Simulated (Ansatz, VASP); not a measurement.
**AlRu: VASP beside Ansatz**

File INCAR:

```
PREC = Accurate
ENCUT = 520
EDIFF = 1E-6
ISMEAR = 0
SIGMA = 0.15
LREAL = False
LASPH = True
NELM = 60
ALGO = Fast
ISIF = 2
LWAVE = False
LCHARG = False
GGA = PE
NBANDS = 16
```

The input KPOINTS:

```
Automatic mesh
0
Gamma
  20 20 20
```

POSCAR

```
AlRu
1.0
    3.0040847246      0.0000000000      0.0000000000
    0.0000000000      3.0040847246      0.0000000000
    0.0000000000      0.0000000000      3.0040847246
Al Ru
1 1
Direct
   -0.1059217967     -0.1059217967     -0.0748980207
    0.5000000000      0.5000000000      0.5000000000
```

Input for Ansatz:

```yaml
crystal:
  lattice:
    - [3.0040847246, 0.0, 0.0]
    - [0.0, 3.0040847246, 0.0]
    - [0.0, 0.0, 3.0040847246]
  atoms:
    - { symbol: Al, position: [-0.1059217967, -0.1059217967, -0.0748980207] }
    - { symbol: Ru, position: [0.5, 0.5, 0.5] }
basis:
  ecutwfc: 420
kpoints:
  mp_grid: { grid: [20, 20, 20] }
hamiltonian:
  xc: pbe
scf:
  occupations: { method: gaussian, width: 0.15 }
output:
  forces: true
  stress: true
  eigenvalues: true
```

Alike in both runs: task single point; functional PBE; k mesh 20 × 20 × 20; occupations gaussian, width 0.15 eV; no spin polarisation.

|  | VASP | Ansatz |
| --- | --- | --- |
| version | VASP 6.6.1 | Ansatz 0.2.0 |
| potentials or method | VASP PAW PBE potentials, release 64 (Al, Ru_pv), cutoff 520 eV | scalar-relativistic, plane waves, PAW |
| valence electrons in the cell | 17 | 19 |

```tsv
	VASP	Ansatz	Ansatz less VASP
gap on the k mesh at the Fermi level (eV)	none	none	-
pressure (GPa)	20.6	20.5	-0.11
traceless stress, the component that is largest in VASP (GPa)	17.43	17.27	-0.163
rms of the force components (eV/Å)	3.412	3.386	-0.0264
```

Atom by atom the forces differ by 0.026 eV/Å (rms over components). A gap of «none» marks a metal or a gap that the smearing closes. VASP's potentials hold 17 valence electrons a cell and Ansatz's 19, so a difference there can come from the potentials and not from the codes.
